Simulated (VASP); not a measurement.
A run of VASP 6.6.1 is set up as follows.

File INCAR:

```
SYSTEM = AlHCl4
PREC = Accurate
ENCUT = 600
EDIFF = 1E-7
ISMEAR = 0
SIGMA = 0.1
LREAL = .False.
LASPH = .True.
NELM = 100
ALGO = Normal
ISIF = 3
LWAVE = .False.
LCHARG = .False.
GGA = PE
IBRION = 2
NSW = 100
EDIFFG = -0.01
```

KPOINTS

```
Automatic mesh
0
Gamma
  8 8 6
  0 0 0
```

POSCAR

```
AlHCl4
1.0
    4.7398235582      0.0000000000      0.0000000000
    0.0000000000      4.7398235582      0.0000000000
    0.0000000000      0.0000000000      7.7604494546
Al H Cl
1 1 4
Direct
    0.0000000000      0.0000000000      0.0000000000
    0.5000000000      0.5000000000      0.5000000000
    0.5000000000      0.0000000000      0.0000000000
    0.0000000000      0.5000000000      0.0000000000
    0.0000000000      0.0000000000      0.2852430428
    0.0000000000      0.0000000000      0.7147569572
```

Potentials or basis: VASP PAW PBE potentials, release 64 (Al, H, Cl).

Run with:

```sh
$ cat potpaw_PBE.64/Al/POTCAR potpaw_PBE.64/H/POTCAR potpaw_PBE.64/Cl/POTCAR > POTCAR
$ mpirun -np 1 vasp_std > vasp.out
```

(1) What does it give for the band gap on the k mesh?

(2) Predict the relaxed volume.

(3) Estimate the space group after relaxing (to 0.05 Å).

(4) Estimate the relaxed cell.

## Answers

(1) zero (band 16 reaches -1.70 eV, above the bottom of band 17 at -1.92 eV).

(2) 29.45 Å³/atom.

(3) P4/mmm (No. 123).

(4) a = 4.757 Å, b = 4.757 Å, c = 7.806 Å, α = 90.00°, β = 90.00°, γ = 90.00°.
